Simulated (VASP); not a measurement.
# WC (P1) in VASP: notebook

WC is run at these levels: PBE; tasks: single point.

Everything below comes from runs of VASP 6.6.1. Logs are shortened: lines on timing, memory, paths and dates and some standing lists are left out, and cuts for length are marked.

## Step 1: The cell of the first run

The typed cell holds 2 atoms: a = 2.901 Å, b = 2.901 Å, c = 2.829 Å, α = 90.00°, β = 90.00°, γ = 120.00°.

## Step 2: Single point, PBE (atom 1 (W) moved by (+0.300, -0.300) A along [1 1 0] and z)

INCAR

```
SYSTEM = WC
  ALGO = Normal
  EDIFF = 1E-7
  ENCUT = 520
  GGA = PE
  ISIF = 2
  ISMEAR = 0
  LASPH = .True.
  LCHARG = .False.
  LREAL = .False.
  LWAVE = .False.
  NBANDS = 16
  NELM = 80
  PREC = Accurate
  SIGMA = 0.15
```

KPOINTS

```
k-points
0
Gamma
  18 18 16
  0 0 0
```

POSCAR

```
WC
1.0
    2.9005014360      0.0000000000      0.0000000000
   -1.4502507180      2.5119079273      0.0000000000
    0.0000000000      0.0000000000      2.8290000000
W C
1 1
Direct
    0.1153616121      0.0844505613     -0.1060445387
    0.6666666667      0.3333333333      0.5000000000
```

Potentials or basis: VASP PAW PBE potentials, release 64 (W_sv, C).

Started as:

```
cat potpaw_PBE.64/W_sv/POTCAR potpaw_PBE.64/C/POTCAR > POTCAR
mpirun -np 1 vasp_std > vasp.out
```

OUTCAR:

```text
SYSTEM = WC
   EDIFF = 1E-7
   ENCUT = 520
   GGA = PE
   ISIF = 2
   ISMEAR = 0
   LASPH = .True.
   LREAL = .False.
   NELM = 80
   PREC = Accurate

 ion  position               nearest neighbor table
   1  0.115  0.084  0.894-   2 1.78   2 2.10   2 2.20   2 2.21   2 2.47   2 2.56
   2  0.667  0.333  0.500-   1 1.78   1 2.10   1 2.20   1 2.21   1 2.47   1 2.56

  LATTYP: Found a hexagonal cell.
 ALAT       =     2.9005014360
 C/A-ratio  =     0.9753485949

  Lattice vectors:

 A1 = (   2.9005014360,   0.0000000000,   0.0000000000)
 A2 = (  -1.4502507180,   2.5119079273,   0.0000000000)
 A3 = (   0.0000000000,   0.0000000000,   2.8290000000)

Analysis of symmetry for initial positions (statically):
=====================================================================
 Subroutine PRICEL returns:
 Original cell was already a primitive cell.

 Routine SETGRP: Setting up the symmetry group for a
 hexagonal supercell.

 Subroutine GETGRP returns: Found  1 space group operations
 (whereof  1 operations were pure point group operations)
 out of a pool of 24 trial point group operations.

The static configuration has the point symmetry C_1 .

Analysis of symmetry for dynamics (positions and initial velocities):
=====================================================================
 Subroutine PRICEL returns:
 Original cell was already a primitive cell.

 Routine SETGRP: Setting up the symmetry group for a
 hexagonal supercell.

 Subroutine GETGRP returns: Found  1 space group operations
 (whereof  1 operations were pure point group operations)
 out of a pool of 24 trial point group operations.

The dynamic configuration has the point symmetry C_1 .

 Subroutine INISYM returns: Found  1 space group operations
 (whereof  1 operations are pure point group operations),
 and found     1 'primitive' translations

----------------------------------------------------------------------------------------

                                     Primitive cell

  volume of cell :      20.6115

  direct lattice vectors                    reciprocal lattice vectors
     2.900501436  0.000000000  0.000000000     0.344767973  0.199051882  0.000000000
    -1.450250718  2.511907927  0.000000000     0.000000000  0.398103764  0.000000000
     0.000000000  0.000000000  2.829000000     0.000000000  0.000000000  0.353481796

  length of vectors
     2.900501436  2.900501436  2.829000000     0.398103764  0.398103764  0.353481796

  position of ions in fractional coordinates (direct lattice)
     0.115361612  0.084450561  0.893955461
     0.666666667  0.333333333  0.500000000

  ion indices of the primitive-cell ions
   primitive index   ion index
                 1           1
                 2           2

----------------------------------------------------------------------------------------

 KPOINTS: k-points

Automatic generation of k-mesh.
 Grid dimensions read from file:
 generate k-points for:   18   18   16

 Generating k-lattice:

  Cartesian coordinates                     Fractional coordinates (reciprocal lattice)
     0.019153776  0.011058438  0.000000000     0.055555556  0.000000000  0.000000000
     0.000000000  0.022116876  0.000000000     0.000000000  0.055555556  0.000000000
     0.000000000  0.000000000  0.022092612     0.000000000  0.000000000  0.062500000

  Length of vectors
     0.022116876  0.022116876  0.022092612

  Shift w.r.t. Gamma in fractional coordinates (k-lattice)
     0.000000000  0.000000000  0.000000000

 Subroutine IBZKPT returns following result:
 ===========================================

 Found   2596 irreducible k-points:

 Following reciprocal coordinates:
            Coordinates               Weight
  0.000000  0.000000  0.000000      1.000000
  0.055556  0.000000  0.000000      2.000000
  0.000000  0.055556  0.000000      2.000000
 -0.055556  0.055556  0.000000      2.000000
  0.111111  0.000000  0.000000      2.000000
  0.000000  0.111111  0.000000      2.000000
[... 16 lines left out ...]
  0.444444 -0.000000  0.000000      2.000000
  0.000000  0.444444  0.000000      2.000000
 [... further k-points ...]
   k-points           NKPTS =   2596   k-points in BZ     NKDIM =   2596   number of bands    NBANDS=     16
   number of dos      NEDOS =    301   number of ions     NIONS =      2
   total plane-waves  NPLWV =  13824
   dimension x,y,z NGX =    24 NGY =   24 NGZ =   24
   dimension x,y,z NGXF=    48 NGYF=   48 NGZF=   48
   ions per type =               1   1
   NGX,Y,Z   is equivalent  to a cutoff of  13.76, 13.76, 14.10 a.u.
   NGXF,Y,Z  is equivalent  to a cutoff of  27.51, 27.51, 28.21 a.u.
 SYSTEM =  WC
   PREC   = accura    normal or accurate (medium, high low for compatibility)
   ISTART =      0    job   : 0-new  1-cont  2-samecut
   ICHARG =      2    charge: 1-file 2-atom 10-const
   ISPIN  =      1    spin polarized calculation?
   LNONCOLLINEAR =      F non collinear calculations
   LSORBIT =      F    spin-orbit coupling
   LASPH  =      T    aspherical Exc in radial PAW
   ENCUT  =  520.0 eV  38.22 Ry    6.18 a.u.   5.39  5.39  5.26*2*pi/ulx,y,z
   NELM   =     80;   NELMIN=  2; NELMDL= -5     # of ELM steps
   EDIFF  = 0.1E-06   stopping-criterion for ELM
   LREAL  =      F    real-space projection
   EDIFFG = 0.1E-05   stopping-criterion for IOM
   NSW    =      0    number of steps for IOM
   IBRION =     -1    ionic relax: 0-MD 1-quasi-New 2-CG
   NFREE  =      0    steps in history (QN), initial steepest desc. (CG)
   ISIF   =      2    stress and relaxation
   ISYM   =      2    0-nonsym 1-usesym 2-fastsym
   POTIM  = 0.5000    time-step for ionic-motion
   TEBEG  =    0.0;   TEEND  =   0.0 temperature during run
   PSTRESS=    0.0 pullay stress
   NELECT =      18.0000    total number of electrons
   NUPDOWN=      -1.0000    fix difference up-down
   EMIN   =  10.00;   EMAX   =-10.00  energy-range for DOS
   EFERMI =   0.00;   METHOD = LEGACY
   ISMEAR =     0;   SIGMA  =   0.15  broadening in eV -4-tet -1-fermi 0-gaus
   EFERMI_NEDOS =   21; number of points for ismear=-14 and -15
   IALGO  =     38    algorithm
   IMIX   =      4    mixing-type and parameters
     AMIX     =   0.40;   BMIX     =  1.00
     AMIX_MAG =   1.60;   BMIX_MAG =  1.00
  volume/ion in A,a.u.               =      10.31        69.55
  Fermi-wavevector in a.u.,A,eV,Ry     =   1.564813  2.957068 33.315762  2.448639
  Thomas-Fermi vector in A             =   2.667381
   LORBIT       =      0    0 simple, 1 ext, 2 COOP (PROOUT), +10 PAW based schemes
   GGA     = PE    functional components
   LHFCALC =     F    Hartree Fock is set to
   AEXX    =    0.0000 exact exchange contribution
   IVDW    =     0    specifies the selected vdW correction
   LEPSILON=     F    determine dielectric tensor
   LRPA    =     F    only Hartree local field effects (RPA)
 non-spin polarized calculation
 Gauss-broadening in eV      SIGMA  =   0.15
  energy-cutoff  :      520.00
  volume of cell :       20.61
 maximum number of plane-waves:       580
 NGX is ok and might be reduce to    24
   NGX = 11   NGY = 11   NGZ = 11

 number of electron      18.0000001 magnetization

 Free energy of the ion-electron system (eV)
  ---------------------------------------------------
  ext. energy  EPLUGINS =         0.00000000
  ---------------------------------------------------
  free energy    TOTEN  =       -20.70262156 eV

  energy without entropy =      -20.69845770  energy(sigma->0) =      -20.70053963

 E-fermi :  11.5305     XC(G=0): -13.7498

 val. band max:       11.5241025345   @ k =   0.0556   0.0556   0.0000
 cond. band min:      11.5312383741   @ k =  -0.0556   0.5000   0.3125
 fundamental gap:      0.0071358396
 Fermi energy:        11.5305306481

 k-point     1 :       0.0000    0.0000    0.0000
  band No.  band energies     occupation
      1     -62.5944      2.00000
      2     -26.7961      2.00000
      3     -26.5497      2.00000
      4     -26.5129      2.00000
      5      -3.2696      2.00000
      6       5.5578      2.00000
[... 8 lines left out ...]
     15      23.6810      0.00000
     16      26.7624      0.00000

 k-point     2 :       0.0556    0.0000    0.0000
  band No.  band energies     occupation
      1     -62.5925      2.00000
      2     -26.8067      2.00000
      3     -26.5632      2.00000
      4     -26.5207      2.00000
      5      -3.1782      2.00000
      6       5.5668      2.00000
[... 8 lines left out ...]
     15      23.8576      0.00000
     16      26.9331      0.00000

 k-point     3 :       0.0000    0.0556    0.0000
  band No.  band energies     occupation
      1     -62.5926      2.00000
      2     -26.7990      2.00000
      3     -26.5528      2.00000
      4     -26.5369      2.00000
      5      -3.1930      2.00000
      6       5.5924      2.00000
[... 8 lines left out ...]
     15      23.6721      0.00000
     16      26.8126      0.00000

 k-point     4 :      -0.0556    0.0556    0.0000
  band No.  band energies     occupation
      1     -62.5926      2.00000
      2     -26.8002      2.00000
      3     -26.5655      2.00000
      4     -26.5237      2.00000
      5      -3.1869      2.00000
      6       5.5863      2.00000
[... 8 lines left out ...]
     15      23.7573      0.00000
     16      26.6750      0.00000
[... 324 lines left out ...]
 k-point    22 :      -0.3889    0.3889    0.0000
  band No.  band energies     occupation
      1     -62.5395      2.00000
      2     -27.3582      2.00000
      3     -26.8059      2.00000
      4     -26.5455      2.00000
      5      -0.5679      2.00000
      6       4.3526      2.00000
[... 8 lines left out ...]
     15      24.6566      0.00000
     16      26.2231      0.00000

 k-point    23 :       0.4444   -0.0000    0.0000
  band No.  band energies     occupation
      1     -62.5327      2.00000
      2     -27.5349      2.00000
      3     -26.7228      2.00000
      4     -26.5626      2.00000
      5       0.4763      2.00000
      6       3.4486      2.00000
[... 8 lines left out ...]
     15      25.8694      0.00000
     16      28.4654      0.00000

 k-point    24 :       0.0000    0.4444    0.0000
  band No.  band energies     occupation
      1     -62.5347      2.00000
      2     -27.3751      2.00000
      3     -26.8475      2.00000
      4     -26.5465      2.00000
      5      -0.6490      2.00000
      6       4.6142      2.00000
[... 8 lines left out ...]
     15      24.2365      0.00000
     16      25.9351      0.00000

 [... further k-points ...]

------------------------ aborting loop because EDIFF is reached ----------------------------------------

  FORCE on cell =-STRESS in cart. coord.  units (eV):
  Direction    XX          YY          ZZ          XY          YZ          ZX
  --------------------------------------------------------------------------------------
  -------------------------------------------------------------------------------------
  Total        8.1376927      2.8061649      7.8258293      2.9181715     -3.1836035     -5.0155627
  in kB      632.5605716    218.1293093    608.3187548    226.8358266   -247.4684325   -389.8706134
  external PRESSURE =     486.3362119 kB  Pullay stress =       0.0000000 kB

 VOLUME and BASIS-vectors are now :
 -----------------------------------------------------------------------------
  energy-cutoff  :      520.00
  volume of cell :       20.61
      direct lattice vectors                 reciprocal lattice vectors
     2.900501436  0.000000000  0.000000000     0.344767973  0.199051882  0.000000000
    -1.450250718  2.511907927  0.000000000     0.000000000  0.398103764  0.000000000
     0.000000000  0.000000000  2.829000000     0.000000000  0.000000000  0.353481796

 POSITION                                       TOTAL-FORCE (eV/Angst)
 -----------------------------------------------------------------------------------
      0.21213      0.21213      2.52900        -5.849300     -4.122338      6.604178
      1.45025      0.83730      1.41450         5.849300      4.122338     -6.604178
 -----------------------------------------------------------------------------------
    total drift:                               -0.000037     -0.000013      0.000076

  FREE ENERGIE OF THE ION-ELECTRON SYSTEM (eV)
  ---------------------------------------------------
  free  energy   TOTEN  =       -20.7026215642 eV

  energy  without entropy=      -20.6984576980  energy(sigma->0) =      -20.70053963
```

Wall time 13 min (1 thread of Intel Xeon 8259CL, shared host); peak memory 0.89 GiB.

Results:

| Item | Value |
| --- | --- |
| Free energy | -20.7026 eV |
| Pressure | 48.6 GPa |
| Largest force | 9.738 eV/Å |
| Band gap on the k mesh | zero (bands 9 and 10 overlap by 0.93 eV) |

Forces in eV/Å, atoms in the order of the input:
```
W   -5.849 -4.122  6.604
C    5.849  4.122 -6.604
```

Stress tensor (GPa, compression positive):
```
 63.26  22.68 -38.99
 22.68  21.81 -24.75
-38.99 -24.75  60.83
```

Levels at points of the mesh, in eV from the Fermi level:
```csv
k point,band 5,band 6,band 7,band 8,band 9,band 10,band 11,band 12,band 13,band 14
"(0.00, 0.00, 0.00)",-14.80,-5.97,-4.50,-3.81,0.56,1.92,3.17,5.02,6.68,8.05
"(0.50, 0.00, 0.00)",-10.86,-8.19,-4.65,-3.89,-1.16,3.03,3.64,4.25,5.36,11.46
"(0.00, 0.50, 0.00)",-12.09,-6.89,-5.33,-3.21,-0.76,2.59,4.16,4.93,5.58,10.59
"(0.50, 0.50, 0.00)",-11.67,-7.25,-5.45,-3.71,-0.18,2.63,4.00,4.85,5.98,10.37
"(0.00, 0.00, 0.50)",-11.25,-8.65,-4.47,-2.68,-0.92,0.12,2.73,4.23,6.92,9.81
"(0.50, 0.00, 0.50)",-12.30,-6.45,-4.28,-3.41,-0.80,4.07,4.97,6.04,7.67,8.73
"(0.00, 0.50, 0.50)",-11.24,-7.79,-5.49,-4.57,0.70,3.69,4.88,5.79,8.33,10.25
"(0.50, 0.50, 0.50)",-11.64,-7.30,-4.99,-3.93,0.11,3.31,4.87,5.26,8.15,10.28
```

Caveat: the cell differs from its parent crystal (atom 1 (W) moved by (+0.300, -0.300) A along [1 1 0] and z); the cell stands under pressure; spin-orbit coupling is left out, which moves the levels of the heavy elements; forces of over 1 eV/Å act on the atoms, so gaps and moduli don't describe the material at rest.

## Step 3: Single point, PBE (atom 1 (W) moved by (-0.300, -0.150) A along [1 1 0] and z)

INCAR

```
  PREC = Accurate
  ENCUT = 520
  EDIFF = 1E-6
  ISMEAR = 0
  SIGMA = 0.15
  LREAL = False
  LASPH = True
  NELM = 100
  ALGO = Normal
  ISIF = 2
  LWAVE = False
  LCHARG = True
  GGA = PE
  LELF = True
  LVHAR = True
  NBANDS = 16
```

KPOINTS

```
Automatic mesh
0
Gamma
  18 18 16
```

POSCAR, as its differences from that of step 2:

```diff
@@ -8,3 +8,3 @@
 Direct
-    0.1153616121      0.0844505613     -0.1060445387
+   -0.1153616121     -0.0844505613     -0.0530222694
     0.6666666667      0.3333333333      0.5000000000
```

Potentials or basis: VASP PAW PBE potentials, release 64 (W_sv, C).

Started as:

```
cat potpaw_PBE.64/W_sv/POTCAR potpaw_PBE.64/C/POTCAR > POTCAR
mpirun -np 1 vasp_std > vasp.out
```

It took 10 min on 1 thread of Intel Xeon 8259CL, shared host; peak memory 0.89 GiB.

It converged, with:

```
Free energy            : -21.5938 eV
Pressure               : 27.5 GPa
Largest force          : 4.985 eV/Å
Band gap on the k mesh : zero (bands 9 and 10 overlap by 1.58 eV)
```

Forces on the atoms (eV/Å):
```
W    2.306  3.411  2.810
C   -2.306 -3.411 -2.810
```

Stress tensor (GPa, compression positive):
```
 11.27 -10.65   5.85
-10.65  34.07  12.88
  5.85  12.88  37.08
```

Levels at points of the mesh, in eV from the Fermi level:
| k point | band 7 | band 8 | band 9 | band 10 | band 11 | band 12 |
| --- | --- | --- | --- | --- | --- | --- |
| (0.00, 0.00, 0.00) | -3.87 | -3.21 | -0.05 | 2.03 | 3.37 | 3.92 |
| (0.50, 0.00, 0.00) | -4.46 | -2.68 | -1.22 | 2.11 | 4.23 | 4.56 |
| (0.00, 0.50, 0.00) | -4.78 | -4.48 | 0.02 | 2.43 | 3.66 | 4.81 |
| (0.50, 0.50, 0.00) | -5.05 | -4.39 | 0.46 | 2.30 | 3.85 | 4.97 |
| (0.00, 0.00, 0.50) | -4.19 | -1.73 | -0.76 | 0.04 | 1.77 | 3.88 |
| (0.50, 0.00, 0.50) | -5.69 | -5.32 | 1.19 | 4.12 | 4.94 | 6.17 |
| (0.00, 0.50, 0.50) | -4.16 | -3.71 | -0.84 | 4.10 | 4.93 | 5.07 |
| (0.50, 0.50, 0.50) | -4.52 | -3.64 | -0.58 | 3.74 | 4.50 | 5.05 |

Caveat: the cell differs from its parent crystal (atom 1 (W) moved by (-0.300, -0.150) A along [1 1 0] and z); the cell stands under pressure; spin-orbit coupling is left out, which moves the levels of the heavy elements; forces of over 1 eV/Å act on the atoms, so gaps and moduli don't describe the material at rest.
